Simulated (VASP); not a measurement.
# NaHF2 (R-3m) in VASP: notebook, part 2 of 2

VASP 6.6.1. The steps go on from the part before.

## Step 5: Single point, PBEsol (strain +0.000 along x and y, -0.050 along z)

INCAR reads:

```
SYSTEM = NaHF2
PREC = Accurate
ENCUT = 520
EDIFF = 1E-6
ISMEAR = 0
SIGMA = 0.05
LREAL = .False.
LASPH = .True.
NELM = 60
ALGO = Normal
ISIF = 2
LWAVE = .False.
LCHARG = .False.
GGA = PS
NBANDS = 19
```

KPOINTS reads:

```
Automatic mesh
0
Gamma
  9 9 9
  0 0 0
```

POSCAR reads:

```
NaHF2
1.0
    1.7284452171      0.9979183114      4.4069271639
   -1.7284452171      0.9979183114      4.4069271639
    0.0000000000     -1.9958366228      4.4069271639
Na H F
1 1 2
Direct
    0.0000000000      0.0000000000      0.0000000000
    0.5000000000      0.5000000000      0.5000000000
    0.4100000000      0.4100000000      0.4100000000
    0.5900000000      0.5900000000      0.5900000000
```

Potentials or basis: VASP PAW PBE potentials, release 64 (Na_pv, H, F).

Started as:

```
$ cat potpaw_PBE.64/Na_pv/POTCAR potpaw_PBE.64/H/POTCAR potpaw_PBE.64/F/POTCAR > POTCAR
$ mpirun -np 1 vasp_std > vasp.out
```

OUTCAR:

```text
SYSTEM = NaHF2
   PREC = Accurate
   ENCUT = 520
   EDIFF = 1E-6
   ISMEAR = 0
   LREAL = .False.
   LASPH = .True.
   NELM = 60
   ISIF = 2
   GGA = PS

 ion  position               nearest neighbor table
   1  0.000  0.000  0.000-   4 2.24   4 2.24   3 2.24   3 2.24   4 2.24   3 2.24
   2  0.500  0.500  0.500-   3 1.19   4 1.19
   3  0.410  0.410  0.410-   2 1.19   1 2.24   1 2.24   1 2.24
   4  0.590  0.590  0.590-   2 1.19   1 2.24   1 2.24   1 2.24

  LATTYP: Found a trigonal (rhomboedric) cell.
 ALAT       =     4.8378064092
 COS(alpha) =     0.7447038515

  Lattice vectors:

 A1 = (   1.7284452171,   0.9979183114,   4.4069271639)
 A2 = (  -1.7284452171,   0.9979183114,   4.4069271639)
 A3 = (   0.0000000000,  -1.9958366228,   4.4069271639)

Analysis of symmetry for initial positions (statically):
=====================================================================
 Subroutine PRICEL returns:
 Original cell was already a primitive cell.

 Routine SETGRP: Setting up the symmetry group for a
[... 166 lines left out ...]
  ext. energy  EPLUGINS =         0.00000000
  ---------------------------------------------------
  free energy    TOTEN  =       -17.58761362 eV

  energy without entropy =      -17.58761362  energy(sigma->0) =      -17.58761362

 E-fermi :  -3.4725     XC(G=0):  -8.4124

 val. band max:       -3.7586564224   @ k =   0.4444   0.4444   0.4444
 cond. band min:       3.1362678649   @ k =   0.0000   0.0000   0.0000
 fundamental gap:      6.8949242873
 Fermi energy:        -3.4725346492

 k-point     1 :       0.0000    0.0000    0.0000
  band No.  band energies     occupation
      1     -23.9924      2.00000
      2     -23.0448      2.00000
      3     -21.6884      2.00000
      4     -21.6884      2.00000
      5     -21.5094      2.00000
      6      -8.5233      2.00000
[... 505 lines left out ...]
      6      -7.9705      2.00000
[... 11 lines left out ...]
     18      17.0413      0.00000
     19      17.2649      0.00000

 [... further k-points ...]
[... 5 lines left out ...]
  --------------------------------------------------------------------------------------
  -------------------------------------------------------------------------------------
  Total        0.7783303      0.7783303     -1.5144354      0.0000000     -0.0000000      0.0000000
  in kB       27.3424098     27.3424098    -53.2014667      0.0000000     -0.0000000      0.0000000
  external PRESSURE =       0.4944510 kB  Pullay stress =       0.0000000 kB

 VOLUME and BASIS-vectors are now :
 -----------------------------------------------------------------------------
  energy-cutoff  :      520.00
  volume of cell :       45.61
      direct lattice vectors                 reciprocal lattice vectors
     1.728445217  0.997918311  4.406927164     0.289277320  0.167014339  0.075638494
    -1.728445217  0.997918311  4.406927164    -0.289277320  0.167014339  0.075638494
     0.000000000 -1.995836623  4.406927164     0.000000000 -0.334028677  0.075638494

 POSITION                                       TOTAL-FORCE (eV/Angst)
 -----------------------------------------------------------------------------------
      0.00000      0.00000      0.00000         0.000000      0.000000      0.000000
      0.00000      0.00000      6.61039        -0.000000     -0.000000      0.000000
      0.00000      0.00000      5.42052         0.000000      0.000000      1.476410
      0.00000      0.00000      7.80026         0.000000     -0.000000     -1.476410
 -----------------------------------------------------------------------------------
    total drift:                               -0.000000      0.000000      0.000000

  FREE ENERGIE OF THE ION-ELECTRON SYSTEM (eV)
  ---------------------------------------------------
  free  energy   TOTEN  =       -17.5876136211 eV

  energy  without entropy=      -17.5876136211  energy(sigma->0) =      -17.58761362
```

OSZICAR:

```text
N       E                     dE             d eps       ncg     rms          rms(c)
DAV:   1     0.197371896652E+03    0.19737E+03   -0.12190E+04  3338   0.128E+03
DAV:   2    -0.425578793081E+01   -0.20163E+03   -0.19158E+03  3462   0.375E+02
DAV:   3    -0.185786240877E+02   -0.14323E+02   -0.14266E+02  3940   0.966E+01
DAV:   4    -0.187573698429E+02   -0.17875E+00   -0.17867E+00  3721   0.115E+01
DAV:   5    -0.187596110630E+02   -0.22412E-02   -0.22412E-02  3600   0.127E+00    0.636E+00
DAV:   6    -0.176032477546E+02    0.11564E+01   -0.31075E+00  3590   0.148E+01    0.225E+00
DAV:   7    -0.175797189925E+02    0.23529E-01   -0.70637E-02  3427   0.217E+00    0.138E+00
DAV:   8    -0.175843803202E+02   -0.46613E-02   -0.42312E-02  3439   0.221E+00    0.184E-01
DAV:   9    -0.175865087423E+02   -0.21284E-02   -0.48428E-03  3505   0.570E-01    0.944E-02
DAV:  10    -0.175875372010E+02   -0.10285E-02   -0.73551E-04  3296   0.243E-01    0.201E-02
DAV:  11    -0.175875963534E+02   -0.59152E-04   -0.10449E-04  3724   0.853E-02    0.150E-02
DAV:  12    -0.175876137112E+02   -0.17358E-04   -0.26837E-05  3322   0.401E-02    0.615E-03
DAV:  13    -0.175876136211E+02    0.90098E-07   -0.20042E-06  3505   0.153E-02
   1 F= -.17587614E+02 E0= -.17587614E+02  d E =-.105841E-17
```

stdout:

```text
POSCAR found type information on POSCAR NaH F
 POSCAR found :  3 types and       4 ions
 scaLAPACK will be used
 -----------------------------------------------------------------------------
|                                                                             |
|                                                                             |
|     You enforced a specific xc type in the INCAR file but a different       |
|     I HOPE YOU KNOW WHAT YOU ARE DOING!                                     |
|                                                                             |
 -----------------------------------------------------------------------------

 LDA part: xc-table for (Slater+PW92), standard interpolation
 POSCAR, INCAR and KPOINTS ok, starting setup
 FFT: planning ... GRIDC
 FFT: planning ... GRID_SOFT
 FFT: planning ... GRID
 WAVECAR not read
 entering main loop
```

Run time: 52 s. Hardware: 1 thread of Intel Xeon 6975P-C (Granite Rapids), shared host; peak memory 0.23 GiB.

What came out:

```yaml
Free_energy: -17.5876 eV
Pressure: 0.0 GPa
Largest_force: 1.476 eV/Å
Band_gap_on_the_k_mesh: 6.89 eV, indirect (least direct gap 7.07 eV)
```

Forces on the atoms (eV/Å):
```
Na   0.000  0.000  0.000
H    0.000  0.000  0.000
F    0.000  0.000  1.476
F    0.000  0.000 -1.476
```

Stress tensor (GPa, compression positive):
```
 2.73  0.00  0.00
 0.00  2.73  0.00
 0.00  0.00 -5.32
```

Caveat: the cell differs from its parent crystal (strain +0.000 along x and y, -0.050 along z); the PAW data sets were made with another functional, which shifts forces and pressure a little. A k mesh can miss the band edges.

## Step 6: The runs side by side

```csv
cell,gap on the mesh (eV),pressure (GPa),largest force (eV/Å)
"a = 4.797 Å, angles 40.0°, 4 atoms",7.19,5.1,1.90
"a = 5.011 Å, angles 38.3°, 4 atoms",6.82,-0.2,2.64
"a = 5.227 Å, angles 36.6°, 4 atoms",6.37,-4.0,3.04
"a = 4.838 Å, angles 41.9°, 4 atoms",6.89,0.0,1.48
```

Alike in all rows: task single point; level PBEsol; potentials or basis VASP PAW PBE potentials, release 64 (Na_pv, H, F); no spin polarisation; k mesh 9 × 9 × 9; cutoff (eV) 520; smearing gaussian 0.05 eV.

Caveats: the PAW data sets were made with another functional, which shifts forces and pressure a little.

Absolute energies hang on the potentials; compare differences alone.
